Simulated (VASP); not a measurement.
# Sn: single point with r2SCAN

Crystal: Sn.

```
Sn
1.0
    -1.81423    1.77555    2.40309
     1.63885   -1.77555    2.27360
     1.81423    1.77555   -2.40309
Sn
1
Direct
  0.00000 0.00000 0.00000
```

This cell differs from its parent crystal: strain -0.0750 x Voigt [0, 0, 0, 0, 1, 0].

| Quantity | Value |
| --- | --- |
| Program | VASP 6.6.1 |
| Task | single point |
| Functional | r2SCAN |
| Potentials or basis | VASP PAW PBE potentials, release 64 (Sn_d) |
| Cutoff | 520 eV |
| k mesh | 20 × 20 × 20 |
| Occupations | gaussian, width 0.15 eV |
| Spin | no spin polarisation |
| Dipole correction | no |
| Further INCAR settings | ALGO = Normal; EDIFF = 1e-06; NBANDS = 13 |

The pressure is -2.0 GPa. The band gap on the k mesh is zero (bands 7 and 8 overlap by 8.98 eV).

Stress tensor (GPa, compression positive):
```
-1.96  0.00  0.83
 0.00 -2.13  0.00
 0.83  0.00 -2.04
```

Levels at points of the mesh, in eV from the Fermi level:
```tsv
k point	band 5	band 6	band 7	band 8	band 9	band 10
(0.00, 0.00, 0.00)	-22.18	-11.37	6.92	7.47	8.42	11.25
(0.50, 0.00, 0.00)	-22.11	-7.15	-4.70	5.37	6.51	9.80
(0.00, 0.50, 0.00)	-22.10	-6.29	-4.48	4.54	5.41	9.22
(0.50, 0.50, 0.00)	-22.09	-5.36	-3.89	1.63	3.13	5.50
(0.50, 0.00, 0.50)	-22.13	-7.43	-4.74	5.58	6.63	10.33
(0.50, 0.50, 0.50)	-22.09	-4.47	-3.39	1.20	1.98	5.06
```

Run time: 53 min on 1 thread of Oxide Virtual Turin-like Processor (shared host), peak memory 0.74 GiB.

Caveat: the cell differs from its parent crystal (strain -0.0750 x Voigt [0, 0, 0, 0, 1, 0]); the PAW data sets were made with another functional, which shifts forces and pressure a little; spin-orbit coupling is left out, which moves the levels of the heavy elements.
